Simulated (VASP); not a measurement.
Wanted: the native input for a VASP 6.6.1 run.

```
Task                   : single point
Functional             : LDA
Potentials or basis    : VASP PAW LDA potentials, release 64 (Pb_d)
Cutoff                 : 520 eV
k mesh                 : 9 × 9 × 5
Occupations            : fermi-dirac, width 0.05 eV
Spin                   : no spin polarisation
Dipole correction      : no
Further INCAR settings : ALGO = Normal; EDIFF = 1e-06; NBANDS = 21
```

The structure of Pb lies in POSCAR:

```
Pb
1.0
    3.4089596583      0.0000000000      0.0000000000
   -1.7044798292      2.9522456646      0.0000000000
    0.0000000000      0.0000000000      5.4758863477
Pb
2
Direct
    0.6666666667      0.3333333333      0.7500000000
    0.3333333333      0.6666666667      0.2500000000
```

One way to write it, as run:

INCAR

```
PREC = Accurate
ENCUT = 520
EDIFF = 1E-6
ISMEAR = -1
SIGMA = 0.05
LREAL = F
LASPH = T
NELM = 100
ALGO = Normal
ISIF = 2
LWAVE = F
LCHARG = F
GGA = CA
NBANDS = 21
```

KPOINTS

```
regular mesh
0
Gamma
  9 9 5
```

Potentials or basis: VASP PAW LDA potentials, release 64 (Pb_d).

Run with:

```console
$ cat potpaw_LDA.64/Pb_d/POTCAR > POTCAR
$ mpirun -np 1 vasp_std > vasp.out
```

It gave:

```
Pressure               : 3.0 GPa
Band gap on the k mesh : zero (band 14 reaches 14.17 eV, above the bottom of band 15 at 5.93 eV)
```

Caveat: spin-orbit coupling is left out, which moves the levels of the heavy elements.

Run time: 25 s on 1 thread of Intel(R) Xeon(R) Platinum 8259CL CPU @ 2.50GHz (Skylake/Cascade Lake), on a shared host, peak memory 0.16 GiB.
